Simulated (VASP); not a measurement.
# Cu (P6_3/mmc) in VASP: further runs

Aim: see how the results for Cu move with the level of theory and the settings. Levels: r2SCAN, PBEsol, RPBE, revPBE. Tasks: single point.

Everything below comes from runs of VASP 6.6.1. Logs are shortened: lines on timing, memory, paths and dates and some standing lists are left out, and cuts for length are marked.

### Step 1. The cell of the first run

It takes space group P6_3/mmc (No. 194, hexagonal). Conventional cell: a = 2.517 Å, b = 2.517 Å, c = 4.085 Å, α = 90.00°, β = 90.00°, γ = 120.00°. Within 3.3 Å of Cu (site symmetry -6m2) lie 12 Cu at 2.51 to 2.52 Å.

### Step 2. Single point, r2SCAN

The input, POSCAR:

```
Cu
1.0
    2.5170887971      0.0000000000      0.0000000000
   -1.2585443986      2.1798628419      0.0000000000
    0.0000000000      0.0000000000      4.0849690207
Cu
2
Direct
    0.6666666667      0.3333333333      0.7500000000
    0.3333333333      0.6666666667      0.2500000000
```

The input, INCAR.step1:

```
SYSTEM = Cu
PREC = Accurate
ENCUT = 770
ISMEAR = -1
SIGMA = 0.05
LREAL = .False.
LASPH = .True.
NELM = 120
NBANDS = 26
GGA = PE
ALGO = Normal
EDIFF = 1E-5
LWAVE = .True.
LCHARG = .False.
GGA_COMPAT = .False.
```

The input, INCAR.step2:

```
SYSTEM = Cu
PREC = Accurate
ENCUT = 770
EDIFF = 1E-6
ISMEAR = -1
SIGMA = 0.05
LREAL = .False.
LASPH = .True.
NELM = 120
ALGO = Normal
ISIF = 2
LWAVE = .False.
LCHARG = .True.
METAGGA = R2SCAN
LMIXTAU = .True.
LELF = .True.
LVHAR = .True.
NBANDS = 26
ISTART = 1
GGA_COMPAT = .False.
```

The input, KPOINTS:

```
regular mesh
0
Gamma
  12 12 7
  0 0 0
```

Potentials or basis: VASP PAW PBE potentials, release 64 (Cu_sv_GW).

Started as:

```sh
$ cat potpaw_PBE.64/Cu_sv_GW/POTCAR > POTCAR
$ cp INCAR.step1 INCAR
$ mpirun -np 1 vasp_std > vasp.out
$ cp INCAR.step2 INCAR
$ mpirun -np 1 vasp_std > vasp.out
```

OUTCAR:

```text
SYSTEM = Cu
   PREC = Accurate
   ENCUT = 770
   EDIFF = 1E-6
   ISMEAR = -1
   LREAL = .False.
   LASPH = .True.
   NELM = 120
   ISIF = 2
   METAGGA = R2SCAN
   ISTART = 1

 ion  position               nearest neighbor table
   1  0.667  0.333  0.750-   2 2.51   2 2.51   2 2.51   2 2.51   2 2.51   2 2.51
   2  0.333  0.667  0.250-   1 2.51   1 2.51   1 2.51   1 2.51   1 2.51   1 2.51

  LATTYP: Found a hexagonal cell.
 ALAT       =     2.5170887971
 C/A-ratio  =     1.6228942838

  Lattice vectors:

 A1 = (   2.5170887971,   0.0000000000,   0.0000000000)
 A2 = (  -1.2585443986,   2.1798628419,   0.0000000000)
 A3 = (   0.0000000000,   0.0000000000,   4.0849690207)

Analysis of symmetry for initial positions (statically):
=====================================================================
 Subroutine PRICEL returns:
 Original cell was already a primitive cell.

 Routine SETGRP: Setting up the symmetry group for a
 hexagonal supercell.

 Subroutine GETGRP returns: Found 24 space group operations
 (whereof 12 operations were pure point group operations)
 out of a pool of 24 trial point group operations.

The static configuration has the point symmetry D_3d.
 The point group associated with its full space group is D_6h.

Analysis of symmetry for dynamics (positions and initial velocities):
=====================================================================
 Subroutine PRICEL returns:
 Original cell was already a primitive cell.

 Routine SETGRP: Setting up the symmetry group for a
 hexagonal supercell.

 Subroutine GETGRP returns: Found 24 space group operations
 (whereof 12 operations were pure point group operations)
 out of a pool of 24 trial point group operations.

The dynamic configuration has the point symmetry D_3d.
 The point group associated with its full space group is D_6h.

 Subroutine INISYM returns: Found 24 space group operations
 (whereof 12 operations are pure point group operations),
 and found     1 'primitive' translations

----------------------------------------------------------------------------------------

                                     Primitive cell

  volume of cell :      22.4139

  direct lattice vectors                    reciprocal lattice vectors
     2.517088797  0.000000000  0.000000000     0.397284355  0.229372229  0.000000000
    -1.258544399  2.179862842  0.000000000     0.000000000  0.458744459  0.000000000
     0.000000000  0.000000000  4.084969021     0.000000000  0.000000000  0.244799898

  length of vectors
     2.517088797  2.517088797  4.084969021     0.458744459  0.458744459  0.244799898

  position of ions in fractional coordinates (direct lattice)
     0.666666667  0.333333333  0.750000000
     0.333333333  0.666666667  0.250000000

  ion indices of the primitive-cell ions
   primitive index   ion index
                 1           1
                 2           2

----------------------------------------------------------------------------------------

 KPOINTS: regular mesh

Automatic generation of k-mesh.
 Grid dimensions read from file:
 generate k-points for:   12   12    7

 Generating k-lattice:

  Cartesian coordinates                     Fractional coordinates (reciprocal lattice)
     0.033107030  0.019114352  0.000000000     0.083333333 -0.000000000  0.000000000
     0.000000000  0.038228705  0.000000000     0.000000000  0.083333333  0.000000000
     0.000000000  0.000000000  0.034971414     0.000000000  0.000000000  0.142857143

  Length of vectors
     0.038228705  0.038228705  0.034971414

  Shift w.r.t. Gamma in fractional coordinates (k-lattice)
     0.000000000  0.000000000  0.000000000

 Subroutine IBZKPT returns following result:
 ===========================================

 Found     76 irreducible k-points:

 Following reciprocal coordinates:
            Coordinates               Weight
  0.000000  0.000000  0.000000      1.000000
  0.083333 -0.000000  0.000000      6.000000
  0.166667 -0.000000  0.000000      6.000000
  0.250000  0.000000  0.000000      6.000000
  0.333333  0.000000  0.000000      6.000000
  0.416667 -0.000000  0.000000      6.000000
[... 16 lines left out ...]
  0.250000  0.000000  0.142857     12.000000
  0.333333  0.000000  0.142857     12.000000
 [... further k-points ...]
   k-points           NKPTS =     76   k-points in BZ     NKDIM =     76   number of bands    NBANDS=     26
   number of dos      NEDOS =    301   number of ions     NIONS =      2
   total plane-waves  NPLWV =  23040
   dimension x,y,z NGX =    24 NGY =   24 NGZ =   40
   dimension x,y,z NGXF=    48 NGYF=   48 NGZF=   80
   ions per type =               2
   NGX,Y,Z   is equivalent  to a cutoff of  15.85, 15.85, 16.28 a.u.
   NGXF,Y,Z  is equivalent  to a cutoff of  31.70, 31.70, 32.56 a.u.
 SYSTEM =  Cu
   PREC   = accura    normal or accurate (medium, high low for compatibility)
   ISTART =      1    job   : 0-new  1-cont  2-samecut
   ICHARG =      0    charge: 1-file 2-atom 10-const
   ISPIN  =      1    spin polarized calculation?
   LNONCOLLINEAR =      F non collinear calculations
   LSORBIT =      F    spin-orbit coupling
   LASPH  =      T    aspherical Exc in radial PAW
   ENCUT  =  770.0 eV  56.59 Ry    7.52 a.u.   5.70  5.70  9.24*2*pi/ulx,y,z
   NELM   =    120;   NELMIN=  2; NELMDL=  0     # of ELM steps
   EDIFF  = 0.1E-05   stopping-criterion for ELM
   LREAL  =      F    real-space projection
   EDIFFG = 0.1E-04   stopping-criterion for IOM
   NSW    =      0    number of steps for IOM
   IBRION =     -1    ionic relax: 0-MD 1-quasi-New 2-CG
   NFREE  =      0    steps in history (QN), initial steepest desc. (CG)
   ISIF   =      2    stress and relaxation
   ISYM   =      2    0-nonsym 1-usesym 2-fastsym
   POTIM  = 0.5000    time-step for ionic-motion
   TEBEG  =    0.0;   TEEND  =   0.0 temperature during run
   PSTRESS=    0.0 pullay stress
   NELECT =      38.0000    total number of electrons
   NUPDOWN=      -1.0000    fix difference up-down
   EMIN   =  10.00;   EMAX   =-10.00  energy-range for DOS
   EFERMI =   0.00;   METHOD = LEGACY
   ISMEAR =    -1;   SIGMA  =   0.05  broadening in eV -4-tet -1-fermi 0-gaus
   EFERMI_NEDOS =   21; number of points for ismear=-14 and -15
   IALGO  =     38    algorithm
   IMIX   =      4    mixing-type and parameters
     AMIX     =   0.40;   BMIX     =  1.00
     AMIX_MAG =   1.60;   BMIX_MAG =  1.00
  volume/ion in A,a.u.               =      11.21        75.63
  Fermi-wavevector in a.u.,A,eV,Ry     =   1.952078  3.688893 51.846486  3.810609
  Thomas-Fermi vector in A             =   2.979219
   LORBIT       =      0    0 simple, 1 ext, 2 COOP (PROOUT), +10 PAW based schemes
   METAGGA = R2SCAN    functional components
   LHFCALC =     F    Hartree Fock is set to
   AEXX    =    0.0000 exact exchange contribution
   IVDW    =     0    specifies the selected vdW correction
   LEPSILON=     F    determine dielectric tensor
   LRPA    =     F    only Hartree local field effects (RPA)
 non-spin polarized calculation
  energy-cutoff  :      770.00
  volume of cell :       22.41
 maximum number of plane-waves:      1104
 NGX is ok and might be reduce to    24
   NGX = 11   NGY = 11   NGZ = 19

 number of electron      38.0000012 magnetization

 Free energy of the ion-electron system (eV)
  ---------------------------------------------------
  ext. energy  EPLUGINS =         0.00000000
  ---------------------------------------------------
  free energy    TOTEN  =       -21.76925864 eV

  energy without entropy =      -21.76195343  energy(sigma->0) =      -21.76560604

 E-fermi :   7.9813     XC(G=0): -14.8516

 val. band max:        7.9648979491   @ k =   0.3333   0.1667   0.2857
 cond. band min:       7.9891068399   @ k =   0.5000   0.0000   0.0000
 fundamental gap:      0.0242088908
 Fermi energy:         7.9813110234

 k-point     1 :       0.0000    0.0000    0.0000
  band No.  band energies     occupation
      1    -108.5340      2.00000
      2    -108.5152      2.00000
      3     -64.4359      2.00000
      4     -64.3188      2.00000
      5     -64.3188      2.00000
      6     -64.3000      2.00000
[... 18 lines left out ...]
     25      33.0802      0.00000
     26      33.0865      0.00000

 k-point     2 :       0.0833   -0.0000    0.0000
  band No.  band energies     occupation
      1    -108.5328      2.00000
      2    -108.5147      2.00000
      3     -64.4330      2.00000
      4     -64.3253      2.00000
      5     -64.3209      2.00000
      6     -64.3042      2.00000
[... 18 lines left out ...]
     25      33.9563      0.00000
     26      34.1587      0.00000

 k-point     3 :       0.1667   -0.0000    0.0000
  band No.  band energies     occupation
      1    -108.5298      2.00000
      2    -108.5128      2.00000
      3     -64.4240      2.00000
      4     -64.3419      2.00000
      5     -64.3262      2.00000
      6     -64.3229      2.00000
[... 18 lines left out ...]
     25      31.1463      0.00000
     26      33.3252      0.00000

 k-point     4 :       0.2500    0.0000    0.0000
  band No.  band energies     occupation
      1    -108.5256      2.00000
      2    -108.5112      2.00000
      3     -64.4118      2.00000
      4     -64.3667      2.00000
      5     -64.3480      2.00000
      6     -64.3337      2.00000
[... 18 lines left out ...]
     25      27.5375      0.00000
     26      30.3332      0.00000
[... 496 lines left out ...]
      1    -108.5289      2.00000
      2    -108.5136      2.00000
      3     -64.4191      2.00000
      4     -64.3403      2.00000
      5     -64.3275      2.00000
      6     -64.3248      2.00000
[... 18 lines left out ...]
     25      30.2496      0.00000
     26      32.0476      0.00000

 k-point    23 :       0.2500    0.0000    0.1429
  band No.  band energies     occupation
      1    -108.5248      2.00000
      2    -108.5119      2.00000
      3     -64.4095      2.00000
      4     -64.3635      2.00000
      5     -64.3522      2.00000
      6     -64.3325      2.00000
[... 18 lines left out ...]
     25      28.6357      0.00000
     26      31.1339      0.00000

 k-point    24 :       0.3333    0.0000    0.1429
  band No.  band energies     occupation
      1    -108.5204      2.00000
      2    -108.5101      2.00000
      3     -64.4053      2.00000
      4     -64.3811      2.00000
      5     -64.3740      2.00000
      6     -64.3395      2.00000
[... 18 lines left out ...]
     25      26.6248      0.00000
     26      29.2031      0.00000

 [... further k-points ...]
[... 5 lines left out ...]
  --------------------------------------------------------------------------------------
  -------------------------------------------------------------------------------------
  Total       -0.0067940     -0.0067940      0.0651175      0.0000000      0.0000000      0.0000000
  in kB       -0.4856487     -0.4856487      4.6546999      0.0000000      0.0000000      0.0000000
  external PRESSURE =       1.2278009 kB  Pullay stress =       0.0000000 kB

 VOLUME and BASIS-vectors are now :
 -----------------------------------------------------------------------------
  energy-cutoff  :      770.00
  volume of cell :       22.41
      direct lattice vectors                 reciprocal lattice vectors
     2.517088797  0.000000000  0.000000000     0.397284355  0.229372229  0.000000000
    -1.258544399  2.179862842  0.000000000     0.000000000  0.458744459  0.000000000
     0.000000000  0.000000000  4.084969021     0.000000000  0.000000000  0.244799898

 POSITION                                       TOTAL-FORCE (eV/Angst)
 -----------------------------------------------------------------------------------
      1.25854      0.72662      3.06373        -0.000000      0.000000      0.000000
     -0.00000      1.45324      1.02124         0.000000      0.000000      0.000000
 -----------------------------------------------------------------------------------
    total drift:                               -0.000001      0.000000     -0.000000

  FREE ENERGIE OF THE ION-ELECTRON SYSTEM (eV)
  ---------------------------------------------------
  free  energy   TOTEN  =       -21.7692586437 eV

  energy  without entropy=      -21.7619534277  energy(sigma->0) =      -21.76560604
```

It took 1.9 min on 1 thread of Intel Xeon 6975P-C (Granite Rapids), shared host; peak memory 0.22 GiB.

What came out:

```
Free energy            : -21.7693 eV
Pressure               : 0.1 GPa
Band gap on the k mesh : zero (band 19 reaches 12.25 eV, above the bottom of band 20 at 6.02 eV)
```

Caveat: the PAW data sets were made with another functional, which shifts forces and pressure a little.

[end of part 1 of 2]
